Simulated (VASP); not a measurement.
# Sb (P4/mmm) in VASP: notebook, part 2 of 2

VASP 6.6.1.

### Step 3. Single point, r2SCAN (strain +0.040 along x and y, -0.040 along z)

POSCAR reads:

```
Sb
1.0
    3.2864000000      0.0000000000      0.0000000000
    0.0000000000      3.2864000000      0.0000000000
    0.0000000000      0.0000000000      3.0336000000
Sb
1
Direct
    0.0000000000      0.0000000000      0.0000000000
```

INCAR.step1 reads:

```
SYSTEM = Sb
PREC     = Accurate       ! precision mode
ENCUT    = 520            ! plane-wave cutoff, eV
ISMEAR   = 0              ! smearing method
SIGMA    = 0.15           ! smearing width, eV
LREAL    = .FALSE.        ! projectors in reciprocal space
LASPH    = .TRUE.         ! aspherical terms in the spheres
NELM     = 80             ! most SCF steps
NBANDS   = 8              ! bands
GGA      = PE             ! functional
ALGO     = Normal         ! electronic algorithm
EDIFF    = 1E-4           ! SCF threshold, eV
LWAVE    = .TRUE.         ! write WAVECAR
LCHARG   = .FALSE.        ! write CHGCAR
```

INCAR.step2 reads:

```
SYSTEM = Sb
PREC     = Accurate       ! precision mode
ENCUT    = 520            ! plane-wave cutoff, eV
EDIFF    = 1E-7           ! SCF threshold, eV
ISMEAR   = 0              ! smearing method
SIGMA    = 0.15           ! smearing width, eV
LREAL    = .FALSE.        ! projectors in reciprocal space
LASPH    = .TRUE.         ! aspherical terms in the spheres
NELM     = 80             ! most SCF steps
ALGO     = Normal         ! electronic algorithm
ISIF     = 2              ! what is computed and relaxed
LWAVE    = .FALSE.        ! write WAVECAR
LCHARG   = .FALSE.        ! write CHGCAR
METAGGA  = R2SCAN         ! meta-GGA
LMIXTAU  = .TRUE.       
NBANDS   = 8              ! bands
ISTART   = 1
```

KPOINTS reads:

```
regular mesh
0
G
  16 16 16
  0 0 0
```

Potentials or basis: VASP PAW PBE potentials, release 64 (Sb).

Run with:

```
$ cat potpaw_PBE.64/Sb/POTCAR > POTCAR
$ cp INCAR.step1 INCAR
$ mpirun -np 1 vasp_std > vasp.out
$ cp INCAR.step2 INCAR
$ mpirun -np 1 vasp_std > vasp.out
```

OUTCAR:

```text
SYSTEM = Sb
   PREC = Accurate
   ENCUT = 520
   EDIFF = 1E-7
   ISMEAR = 0
   LREAL = .FALSE.
   LASPH = .TRUE.
   NELM = 80
   ISIF = 2
   METAGGA = R2SCAN
   ISTART = 1

 ion  position               nearest neighbor table
   1  0.000  0.000  0.000-

  LATTYP: Found a simple tetragonal cell.
 ALAT       =     3.2864000000
 C/A-ratio  =     0.9230769231

  Lattice vectors:

 A1 = (   3.2864000000,   0.0000000000,   0.0000000000)
 A2 = (   0.0000000000,   3.2864000000,   0.0000000000)
 A3 = (   0.0000000000,   0.0000000000,   3.0336000000)

Analysis of symmetry for initial positions (statically):
=====================================================================
 Subroutine PRICEL returns:
 Original cell was already a primitive cell.

 Routine SETGRP: Setting up the symmetry group for a
 simple tetragonal supercell.

 Subroutine GETGRP returns: Found 16 space group operations
 (whereof 16 operations were pure point group operations)
 out of a pool of 16 trial point group operations.

The static configuration has the point symmetry D_4h.

Analysis of symmetry for dynamics (positions and initial velocities):
=====================================================================
 Subroutine PRICEL returns:
 Original cell was already a primitive cell.

 Routine SETGRP: Setting up the symmetry group for a
 simple tetragonal supercell.

 Subroutine GETGRP returns: Found 16 space group operations
 (whereof 16 operations were pure point group operations)
 out of a pool of 16 trial point group operations.

The dynamic configuration has the point symmetry D_4h.

 Subroutine INISYM returns: Found 16 space group operations
 (whereof 16 operations are pure point group operations),
 and found     1 'primitive' translations

----------------------------------------------------------------------------------------

                                     Primitive cell

  volume of cell :      32.7642

[... 102 lines left out ...]
   EFERMI_NEDOS =   21; number of points for ismear=-14 and -15
   IALGO  =     38    algorithm
   IMIX   =      4    mixing-type and parameters
     AMIX     =   0.40;   BMIX     =  1.00
     AMIX_MAG =   1.60;   BMIX_MAG =  1.00
  volume/ion in A,a.u.               =      32.76       221.10
  Fermi-wavevector in a.u.,A,eV,Ry     =   0.874846  1.653220 10.413302  0.765356
  Thomas-Fermi vector in A             =   1.994435
   LORBIT       =      0    0 simple, 1 ext, 2 COOP (PROOUT), +10 PAW based schemes
   METAGGA = R2SCAN    functional components
   LHFCALC =     F    Hartree Fock is set to
   AEXX    =    0.0000 exact exchange contribution
   IVDW    =     0    specifies the selected vdW correction
   LEPSILON=     F    determine dielectric tensor
   LRPA    =     F    only Hartree local field effects (RPA)
 non-spin polarized calculation
 Gauss-broadening in eV      SIGMA  =   0.15
  energy-cutoff  :      520.00
  volume of cell :       32.76
 maximum number of plane-waves:       912
   NGX = 13   NGY = 13   NGZ = 11

 number of electron       4.9999999 magnetization

 Free energy of the ion-electron system (eV)
  ---------------------------------------------------
  ext. energy  EPLUGINS =         0.00000000
  ---------------------------------------------------
  free energy    TOTEN  =       -25.54874703 eV

  energy without entropy =      -25.54381575  energy(sigma->0) =      -25.54628139

 E-fermi :   5.8989     XC(G=0):  -9.6891

 val. band max:        5.8784211506   @ k =   0.2500   0.1875   0.0625
 cond. band min:       5.9254931853   @ k =   0.3125   0.3125   0.3750
 fundamental gap:      0.0470720348
 Fermi energy:         5.8989368942

 k-point     1 :       0.0000    0.0000    0.0000
  band No.  band energies     occupation
      1      -6.4053      2.00000
      2       8.3602      0.00000
      3       8.3602      0.00000
      4      10.6408      0.00000
      5      12.6085      0.00000
      6      12.8426      0.00000
      7      15.2565      0.00000
      8      23.0380      0.00000
[... 243 lines left out ...]
 k-point    24 :       0.5000    0.1250    0.0000
  band No.  band energies     occupation
      1      -4.2919      2.00000
      2       0.9255      2.00000
      3       8.1804      0.00000
      4      12.4282      0.00000
      5      13.8878      0.00000
      6      16.1991      0.00000
      7      18.6955      0.00000
      8      19.0167      0.00000

 [... further k-points ...]
[... 5 lines left out ...]
  --------------------------------------------------------------------------------------
  -------------------------------------------------------------------------------------
  Total       -1.4321137     -1.4321137      0.0264423      0.0000000     -0.0000000     -0.0000000
  in kB      -70.0307756    -70.0307756      1.2930380      0.0000000     -0.0000000     -0.0000000
  external PRESSURE =     -46.2561711 kB  Pullay stress =       0.0000000 kB

 VOLUME and BASIS-vectors are now :
 -----------------------------------------------------------------------------
  energy-cutoff  :      520.00
  volume of cell :       32.76
      direct lattice vectors                 reciprocal lattice vectors
     3.286400000  0.000000000  0.000000000     0.304284323  0.000000000  0.000000000
     0.000000000  3.286400000  0.000000000     0.000000000  0.304284323  0.000000000
     0.000000000  0.000000000  3.033600000     0.000000000  0.000000000  0.329641350

 POSITION                                       TOTAL-FORCE (eV/Angst)
 -----------------------------------------------------------------------------------
      0.00000      0.00000      0.00000         0.000000      0.000000      0.000000
 -----------------------------------------------------------------------------------
    total drift:                                0.000000      0.000000      0.000000

  FREE ENERGIE OF THE ION-ELECTRON SYSTEM (eV)
  ---------------------------------------------------
  free  energy   TOTEN  =       -25.5487470301 eV

  energy  without entropy=      -25.5438157546  energy(sigma->0) =      -25.54628139
```

Run time: 2.3 min. Hardware: 1 thread of Intel Xeon Platinum 8259CL at 2.50GHz (Skylake/Cascade Lake), shared host; peak memory 0.23 GiB.

Results:

```
Free energy : -25.5487 eV
Pressure    : -4.6 GPa
```

Caveat: the cell differs from its parent crystal (strain +0.040 along x and y, -0.040 along z); the PAW data sets were made with another functional, which shifts forces and pressure a little; spin-orbit coupling is left out, which moves the levels of the heavy elements.
